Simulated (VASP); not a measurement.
# In (Fd-3m) in VASP: notebook

Runs on In. Level: PBE. Tasks: single point.

Everything below comes from runs of VASP 6.6.1. Logs are shortened: lines on timing, memory, paths and dates and some standing lists are left out, and cuts for length are marked.

## Step 1: The cell of the first run

Symmetry: Fd-3m, No. 227, cubic system. The conventional cell has a = 6.816 Å, b = 6.816 Å, c = 6.816 Å, α = 90.00°, β = 90.00°, γ = 90.00°. Within 3.9 Å of In (site symmetry -43m) lie 4 In at 2.95 Å.

This isn't the form of In at room conditions, which is tetragonal.

## Step 2: Single point, PBE (39.59 Å³/atom)

Contents of INCAR:

```
PREC = Accurate ; ENCUT = 520
EDIFF = 1E-6 ; ISMEAR = -1
SIGMA = 0.1 ; LREAL = F
LASPH = T ; NELM = 80
ALGO = Normal ; ISIF = 2
LWAVE = F ; LCHARG = F
GGA = PE ; NBANDS = 20
```

Contents of KPOINTS:

```
regular mesh
0
Gamma
  13 13 13
```

Contents of POSCAR:

```
In
1.0
    0.0000000000      3.4081292419      3.4081292419
    3.4081292419      0.0000000000      3.4081292419
    3.4081292419      3.4081292419      0.0000000000
In
2
Direct
    0.1250000000      0.1250000000      0.1250000000
    0.8750000000      0.8750000000      0.8750000000
```

Potentials or basis: VASP PAW PBE potentials, release 64 (In_d).

Started as:

```console
> cat potpaw_PBE.64/In_d/POTCAR > POTCAR
> mpirun -np 1 vasp_std > vasp.out
```

OUTCAR:

```text
PREC = Accurate
   ENCUT = 520
   EDIFF = 1E-6
   ISMEAR = -1
   LREAL = F
   LASPH = T
   NELM = 80
   ISIF = 2
   GGA = PE

 ion  position               nearest neighbor table
   1  0.125  0.125  0.125-   2 2.95   2 2.95   2 2.95   2 2.95
   2  0.875  0.875  0.875-   1 2.95   1 2.95   1 2.95   1 2.95

  LATTYP: Found a face centered cubic cell.
 ALAT       =     6.8162584838

  Lattice vectors:

 A1 = (   0.0000000000,   3.4081292419,   3.4081292419)
 A2 = (   3.4081292419,   0.0000000000,   3.4081292419)
 A3 = (   3.4081292419,   3.4081292419,   0.0000000000)

Analysis of symmetry for initial positions (statically):
=====================================================================
 Subroutine PRICEL returns:
 Original cell was already a primitive cell.

 Routine SETGRP: Setting up the symmetry group for a
 face centered cubic supercell.

 Subroutine GETGRP returns: Found 48 space group operations
 (whereof 12 operations were pure point group operations)
 out of a pool of 48 trial point group operations.

The static configuration has the point symmetry D_3d.
 The point group associated with its full space group is O_h .

Analysis of symmetry for dynamics (positions and initial velocities):
=====================================================================
 Subroutine PRICEL returns:
 Original cell was already a primitive cell.

 Routine SETGRP: Setting up the symmetry group for a
 face centered cubic supercell.

 Subroutine GETGRP returns: Found 48 space group operations
 (whereof 12 operations were pure point group operations)
 out of a pool of 48 trial point group operations.

The dynamic configuration has the point symmetry D_3d.
 The point group associated with its full space group is O_h .

 Subroutine INISYM returns: Found 48 space group operations
 (whereof 12 operations are pure point group operations),
 and found     1 'primitive' translations

----------------------------------------------------------------------------------------

                                     Primitive cell

  volume of cell :      79.1732

  direct lattice vectors                    reciprocal lattice vectors
     0.000000000  3.408129242  3.408129242    -0.146708051  0.146708051  0.146708051
     3.408129242  0.000000000  3.408129242     0.146708051 -0.146708051  0.146708051
     3.408129242  3.408129242  0.000000000     0.146708051  0.146708051 -0.146708051

  length of vectors
     4.819822596  4.819822596  4.819822596     0.254105799  0.254105799  0.254105799

  position of ions in fractional coordinates (direct lattice)
     0.125000000  0.125000000  0.125000000
     0.875000000  0.875000000  0.875000000

  ion indices of the primitive-cell ions
   primitive index   ion index
                 1           1
                 2           2

----------------------------------------------------------------------------------------

 KPOINTS: regular mesh

Automatic generation of k-mesh.
 Grid dimensions read from file:
 generate k-points for:   13   13   13

 Generating k-lattice:

  Cartesian coordinates                     Fractional coordinates (reciprocal lattice)
    -0.011285235  0.011285235  0.011285235     0.076923077  0.000000000  0.000000000
     0.011285235 -0.011285235  0.011285235     0.000000000  0.076923077  0.000000000
     0.011285235  0.011285235 -0.011285235     0.000000000  0.000000000  0.076923077

  Length of vectors
     0.019546600  0.019546600  0.019546600

  Shift w.r.t. Gamma in fractional coordinates (k-lattice)
     0.000000000  0.000000000  0.000000000

 Subroutine IBZKPT returns following result:
 ===========================================

 Found     84 irreducible k-points:

 Following reciprocal coordinates:
            Coordinates               Weight
  0.000000  0.000000  0.000000      1.000000
  0.076923  0.000000  0.000000      8.000000
  0.153846  0.000000  0.000000      8.000000
  0.230769  0.000000  0.000000      8.000000
  0.307692  0.000000  0.000000      8.000000
  0.384615  0.000000  0.000000      8.000000
[... 16 lines left out ...]
  0.384615  0.153846  0.000000     24.000000
  0.461538  0.153846  0.000000     24.000000
 [... further k-points ...]
   k-points           NKPTS =     84   k-points in BZ     NKDIM =     84   number of bands    NBANDS=     20
   number of dos      NEDOS =    301   number of ions     NIONS =      2
   total plane-waves  NPLWV =  46656
   dimension x,y,z NGX =    36 NGY =   36 NGZ =   36
   dimension x,y,z NGXF=    72 NGYF=   72 NGZF=   72
   ions per type =               2
   NGX,Y,Z   is equivalent  to a cutoff of  12.42, 12.42, 12.42 a.u.
   NGXF,Y,Z  is equivalent  to a cutoff of  24.83, 24.83, 24.83 a.u.
 SYSTEM =  unknown system
   PREC   = accura    normal or accurate (medium, high low for compatibility)
   ISTART =      0    job   : 0-new  1-cont  2-samecut
   ICHARG =      2    charge: 1-file 2-atom 10-const
   ISPIN  =      1    spin polarized calculation?
   LNONCOLLINEAR =      F non collinear calculations
   LSORBIT =      F    spin-orbit coupling
   LASPH  =      T    aspherical Exc in radial PAW
   ENCUT  =  520.0 eV  38.22 Ry    6.18 a.u.   8.96  8.96  8.96*2*pi/ulx,y,z
   NELM   =     80;   NELMIN=  2; NELMDL= -5     # of ELM steps
   EDIFF  = 0.1E-05   stopping-criterion for ELM
   LREAL  =      F    real-space projection
   EDIFFG = 0.1E-04   stopping-criterion for IOM
   NSW    =      0    number of steps for IOM
   IBRION =     -1    ionic relax: 0-MD 1-quasi-New 2-CG
   NFREE  =      0    steps in history (QN), initial steepest desc. (CG)
   ISIF   =      2    stress and relaxation
   ISYM   =      2    0-nonsym 1-usesym 2-fastsym
   POTIM  = 0.5000    time-step for ionic-motion
   TEBEG  =    0.0;   TEEND  =   0.0 temperature during run
   PSTRESS=    0.0 pullay stress
   NELECT =      26.0000    total number of electrons
   NUPDOWN=      -1.0000    fix difference up-down
   EMIN   =  10.00;   EMAX   =-10.00  energy-range for DOS
   EFERMI =   0.00;   METHOD = LEGACY
   ISMEAR =    -1;   SIGMA  =   0.10  broadening in eV -4-tet -1-fermi 0-gaus
   EFERMI_NEDOS =   21; number of points for ismear=-14 and -15
   IALGO  =     38    algorithm
   IMIX   =      4    mixing-type and parameters
     AMIX     =   0.40;   BMIX     =  1.00
     AMIX_MAG =   1.60;   BMIX_MAG =  1.00
  volume/ion in A,a.u.               =      39.59       267.14
  Fermi-wavevector in a.u.,A,eV,Ry     =   1.129466  2.134382 17.356868  1.275694
  Thomas-Fermi vector in A             =   2.266160
   LORBIT       =      0    0 simple, 1 ext, 2 COOP (PROOUT), +10 PAW based schemes
   GGA     = PE    functional components
   LHFCALC =     F    Hartree Fock is set to
   AEXX    =    0.0000 exact exchange contribution
   IVDW    =     0    specifies the selected vdW correction
   LEPSILON=     F    determine dielectric tensor
   LRPA    =     F    only Hartree local field effects (RPA)
 non-spin polarized calculation
  energy-cutoff  :      520.00
  volume of cell :       79.17
 maximum number of plane-waves:      2165
   NGX = 17   NGY = 17   NGZ = 17

 number of electron      25.9999981 magnetization

 Free energy of the ion-electron system (eV)
  ---------------------------------------------------
  ext. energy  EPLUGINS =         0.00000000
  ---------------------------------------------------
  free energy    TOTEN  =        -4.46693479 eV

  energy without entropy =       -4.40915727  energy(sigma->0) =       -4.43804603

 E-fermi :   3.3348     XC(G=0):  -8.1298

 val. band max:        3.3226147800   @ k =   0.3846   0.3077   0.0000
 cond. band min:       3.3436963461   @ k =  -0.4615   0.3077   0.0000
 fundamental gap:      0.0210815661
 Fermi energy:         3.3348444090

 k-point     1 :       0.0000    0.0000    0.0000
  band No.  band energies     occupation
      1     -11.2408      2.00000
      2     -11.2408      2.00000
      3     -11.2408      2.00000
      4     -11.1837      2.00000
      5     -11.1837      2.00000
      6     -10.8319      2.00000
[... 12 lines left out ...]
     19       9.1492      0.00000
     20      12.2550      0.00000

 k-point     2 :       0.0769    0.0000    0.0000
  band No.  band energies     occupation
      1     -11.2472      2.00000
      2     -11.2472      2.00000
      3     -11.2395      2.00000
      4     -11.1750      2.00000
      5     -11.1750      2.00000
      6     -10.8400      2.00000
[... 12 lines left out ...]
     19       9.5023      0.00000
     20      11.6491      0.00000

 k-point     3 :       0.1538    0.0000    0.0000
  band No.  band energies     occupation
      1     -11.2589      2.00000
      2     -11.2589      2.00000
      3     -11.2356      2.00000
      4     -11.1573      2.00000
      5     -11.1573      2.00000
      6     -10.8546      2.00000
[... 12 lines left out ...]
     19      10.2246      0.00000
     20      11.2275      0.00000

 k-point     4 :       0.2308    0.0000    0.0000
  band No.  band energies     occupation
      1     -11.2689      2.00000
      2     -11.2689      2.00000
      3     -11.2301      2.00000
      4     -11.1395      2.00000
      5     -11.1395      2.00000
      6     -10.8678      2.00000
[... 12 lines left out ...]
     19      10.3865      0.00000
     20      11.1440      0.00000

 k-point     5 :       0.3077    0.0000    0.0000
  band No.  band energies     occupation
      1     -11.2755      2.00000
      2     -11.2755      2.00000
      3     -11.2242      2.00000
      4     -11.1260      2.00000
      5     -11.1260      2.00000
      6     -10.8769      2.00000
[... 12 lines left out ...]
     19      10.2294      0.00000
     20      11.4623      0.00000
[... 353 lines left out ...]
      6     -10.9331      2.00000
[... 12 lines left out ...]
     19      10.2513      0.00000
     20      11.2241      0.00000

 k-point    22 :       0.3077    0.1538    0.0000
  band No.  band energies     occupation
      1     -11.2859      2.00000
      2     -11.2699      2.00000
      3     -11.2312      2.00000
      4     -11.1300      2.00000
      5     -11.0876      2.00000
      6     -10.9503      2.00000
[... 12 lines left out ...]
     19      11.0053      0.00000
     20      11.6700      0.00000

 k-point    23 :       0.3846    0.1538    0.0000
  band No.  band energies     occupation
      1     -11.2971      2.00000
      2     -11.2770      2.00000
      3     -11.2140      2.00000
      4     -11.1143      2.00000
      5     -11.0778      2.00000
      6     -10.9566      2.00000
[... 12 lines left out ...]
     19      11.3844      0.00000
     20      12.2451      0.00000

 k-point    24 :       0.4615    0.1538    0.0000
  band No.  band energies     occupation
      1     -11.3042      2.00000
      2     -11.2828      2.00000
      3     -11.1976      2.00000
      4     -11.1004      2.00000
      5     -11.0791      2.00000
      6     -10.9504      2.00000
[... 12 lines left out ...]
     19      11.3753      0.00000
     20      13.1235      0.00000

 [... further k-points ...]

------------------------ aborting loop because EDIFF is reached ----------------------------------------

  FORCE on cell =-STRESS in cart. coord.  units (eV):
  Direction    XX          YY          ZZ          XY          YZ          ZX
  --------------------------------------------------------------------------------------
  -------------------------------------------------------------------------------------
  Total       -0.3282444     -0.3282444     -0.3282444     -0.0000000      0.0000000      0.0000000
  in kB       -6.6424716     -6.6424716     -6.6424716     -0.0000000      0.0000000      0.0000000
  external PRESSURE =      -6.6424716 kB  Pullay stress =       0.0000000 kB

 VOLUME and BASIS-vectors are now :
 -----------------------------------------------------------------------------
  energy-cutoff  :      520.00
  volume of cell :       79.17
      direct lattice vectors                 reciprocal lattice vectors
     0.000000000  3.408129242  3.408129242    -0.146708051  0.146708051  0.146708051
     3.408129242  0.000000000  3.408129242     0.146708051 -0.146708051  0.146708051
     3.408129242  3.408129242  0.000000000     0.146708051  0.146708051 -0.146708051

 POSITION                                       TOTAL-FORCE (eV/Angst)
 -----------------------------------------------------------------------------------
      0.85203      0.85203      0.85203        -0.000000      0.000000      0.000000
      5.96423      5.96423      5.96423         0.000000     -0.000000     -0.000000
 -----------------------------------------------------------------------------------
    total drift:                                0.000000      0.000000      0.000000

  FREE ENERGIE OF THE ION-ELECTRON SYSTEM (eV)
  ---------------------------------------------------
  free  energy   TOTEN  =        -4.4669347941 eV

  energy  without entropy=       -4.4091572661  energy(sigma->0) =       -4.43804603
```

It took 2.2 min on 1 thread of Intel Xeon 8259CL, shared host; peak memory 0.24 GiB.

What came out:

| Property | Result |
| --- | --- |
| Free energy | -4.4669 eV |
| Pressure | -0.7 GPa |
| Band gap on the k mesh | zero (bands 13 and 14 overlap by 2.94 eV) |

Levels at points of the mesh, in eV from the Fermi level:
```tsv
k point	band 10	band 11	band 12	band 13	band 14	band 15	band 16	band 17
(0.00, 0.00, 0.00)	-14.13	-7.67	1.63	2.16	2.16	2.16	3.83	3.83
```

Caveat: spin-orbit coupling is left out, which moves the levels of the heavy elements.

## Step 3: Single point, PBE (41.11 Å³/atom)

This run uses another cell than the first one, of 41.11 Å³/atom.

Contents of INCAR:

```
  PREC = Accurate
  ENCUT = 520
  EDIFF = 1E-6
  ISMEAR = -1
  SIGMA = 0.1
  LREAL = F
  LASPH = T
  NELM = 80
  ALGO = Normal
  ISIF = 2
  LWAVE = F
  LCHARG = F
  GGA = PE
  NBANDS = 20
```

Contents of KPOINTS:

```
Automatic mesh
0
Gamma
  13 13 13
```

Contents of POSCAR:

```
In
1.0
    0.0000000000      3.4512746986      3.4512746986
    3.4512746986      0.0000000000      3.4512746986
    3.4512746986      3.4512746986      0.0000000000
In
2
Direct
    0.1250000000      0.1250000000      0.1250000000
    0.8750000000      0.8750000000      0.8750000000
```

Potentials or basis: VASP PAW PBE potentials, release 64 (In_d).

Started as:

```console
> cat potpaw_PBE.64/In_d/POTCAR > POTCAR
> mpirun -np 1 vasp_std > vasp.out
```

OUTCAR:

```text
PREC = Accurate
   ENCUT = 520
   EDIFF = 1E-6
   ISMEAR = -1
   LREAL = F
   LASPH = T
   NELM = 80
   ISIF = 2
   GGA = PE

 ion  position               nearest neighbor table
   1  0.125  0.125  0.125-   2 2.99   2 2.99   2 2.99   2 2.99
   2  0.875  0.875  0.875-   1 2.99   1 2.99   1 2.99   1 2.99

  LATTYP: Found a face centered cubic cell.
 ALAT       =     6.9025493972

  Lattice vectors:

 A1 = (   0.0000000000,   3.4512746986,   3.4512746986)
 A2 = (   3.4512746986,   0.0000000000,   3.4512746986)
 A3 = (   3.4512746986,   3.4512746986,   0.0000000000)

Analysis of symmetry for initial positions (statically):
=====================================================================
 Subroutine PRICEL returns:
 Original cell was already a primitive cell.

 Routine SETGRP: Setting up the symmetry group for a
 face centered cubic supercell.

 Subroutine GETGRP returns: Found 48 space group operations
 (whereof 12 operations were pure point group operations)
 out of a pool of 48 trial point group operations.

[... 157 lines left out ...]
  ext. energy  EPLUGINS =         0.00000000
  ---------------------------------------------------
  free energy    TOTEN  =        -4.44934641 eV

  energy without entropy =       -4.38972130  energy(sigma->0) =       -4.41953386

 E-fermi :   3.0818     XC(G=0):  -7.9771

 val. band max:        3.0780955862   @ k =   0.3846   0.3077   0.0000
 cond. band min:       3.0975802973   @ k =  -0.4615   0.3077   0.0000
 fundamental gap:      0.0194847111
 Fermi energy:         3.0817557781

 k-point     1 :       0.0000    0.0000    0.0000
  band No.  band energies     occupation
      1     -11.4737      2.00000
      2     -11.4737      2.00000
      3     -11.4737      2.00000
      4     -11.4206      2.00000
      5     -11.4206      2.00000
      6     -11.0995      2.00000
[... 541 lines left out ...]
     19      10.9825      0.00000
     20      12.6361      0.00000

 [... further k-points ...]

------------------------ aborting loop because EDIFF is reached ----------------------------------------

  FORCE on cell =-STRESS in cart. coord.  units (eV):
  Direction    XX          YY          ZZ          XY          YZ          ZX
  --------------------------------------------------------------------------------------
  -------------------------------------------------------------------------------------
  Total       -0.6272337     -0.6272337     -0.6272337      0.0000000     -0.0000000      0.0000000
  in kB      -12.2228194    -12.2228194    -12.2228194      0.0000000     -0.0000000      0.0000000
  external PRESSURE =     -12.2228194 kB  Pullay stress =       0.0000000 kB

 VOLUME and BASIS-vectors are now :
 -----------------------------------------------------------------------------
  energy-cutoff  :      520.00
  volume of cell :       82.22
      direct lattice vectors                 reciprocal lattice vectors
     0.000000000  3.451274699  3.451274699    -0.144874008  0.144874008  0.144874008
     3.451274699  0.000000000  3.451274699     0.144874008 -0.144874008  0.144874008
     3.451274699  3.451274699  0.000000000     0.144874008  0.144874008 -0.144874008

 POSITION                                       TOTAL-FORCE (eV/Angst)
 -----------------------------------------------------------------------------------
      0.86282      0.86282      0.86282         0.000000     -0.000000     -0.000000
      6.03973      6.03973      6.03973        -0.000000      0.000000      0.000000
 -----------------------------------------------------------------------------------
    total drift:                                0.000000      0.000000      0.000000

  FREE ENERGIE OF THE ION-ELECTRON SYSTEM (eV)
  ---------------------------------------------------
  free  energy   TOTEN  =        -4.4493464132 eV

  energy  without entropy=       -4.3897213034  energy(sigma->0) =       -4.41953386
```

Wall time 1.8 min (1 thread of Intel Xeon 8259CL, shared host); peak memory 0.24 GiB.

What came out:

| Quantity | Value |
| --- | --- |
| Free energy | -4.4493 eV |
| Pressure | -1.2 GPa |
| Band gap on the k mesh | zero (bands 13 and 14 overlap by 2.80 eV) |

Levels at points of the mesh, in eV from the Fermi level:
```
           k point  band 11  band 12  band 13  band 14  band 15  band 16
(0.00, 0.00, 0.00)    -7.52     1.32     2.07     2.07     2.07     3.74
```

Caveat: spin-orbit coupling is left out, which moves the levels of the heavy elements.

## Step 4: Single point, PBE (42.63 Å³/atom)

This run uses another cell than the first one, of 42.63 Å³/atom.

Contents of INCAR:

```
SYSTEM = In
PREC = Accurate
ENCUT = 520
EDIFF = 1E-7
ISMEAR = -1
SIGMA = 0.1
LREAL = .FALSE.
LASPH = .TRUE.
NELM = 80
ALGO = Normal
ISIF = 2
LWAVE = .FALSE.
LCHARG = .TRUE.
GGA = PE
LELF = .TRUE.
LVHAR = .TRUE.
NBANDS = 20
```

Contents of KPOINTS:

```
regular mesh
0
G
  13 13 13
  0 0 0
```

Contents of POSCAR:

```
In
1.0
    0.0000000000      3.4933675629      3.4933675629
    3.4933675629      0.0000000000      3.4933675629
    3.4933675629      3.4933675629      0.0000000000
In
2
Direct
    0.1250000000      0.1250000000      0.1250000000
    0.8750000000      0.8750000000      0.8750000000
```

Started as:

```console
> cat potpaw_PBE.64/In_d/POTCAR > POTCAR
> mpirun -np 1 vasp_std > vasp.out
```

Run time: 3.4 min. Hardware: 1 thread of Intel Xeon 8259CL, shared host; peak memory 0.27 GiB.

Results (log left out):

```
Free energy            : -4.4220 eV
Pressure               : -1.7 GPa
Band gap on the k mesh : zero (bands 13 and 14 overlap by 2.67 eV)
```

Levels at points of the mesh, in eV from the Fermi level:
```
           k point  band 10  band 11  band 12  band 13  band 14  band 15  band 16  band 17
(0.00, 0.00, 0.00)   -14.18    -7.39     1.04     1.98     1.98     1.98     3.64     3.64
```

Caveat: spin-orbit coupling is left out, which moves the levels of the heavy elements.

## Step 5: The runs side by side

```csv
cell,gap on the mesh (eV),pressure (GPa)
"a = 4.820 Å, angles 60.0°, 2 atoms",none,-0.7
"a = 4.881 Å, angles 60.0°, 2 atoms",none,-1.2
"a = 4.940 Å, angles 60.0°, 2 atoms",none,-1.7
```

Alike in all rows: task single point; level PBE; potentials or basis VASP PAW PBE potentials, release 64 (In_d); no spin polarisation; k mesh 13 × 13 × 13; cutoff (eV) 520; smearing fermi-dirac 0.1 eV.

Caveats: spin-orbit coupling is left out, which moves the levels of the heavy elements.

Absolute energies hang on the potentials; compare differences alone.

The gap in the log of VASP goes by the Fermi energy; the results here count the filled bands.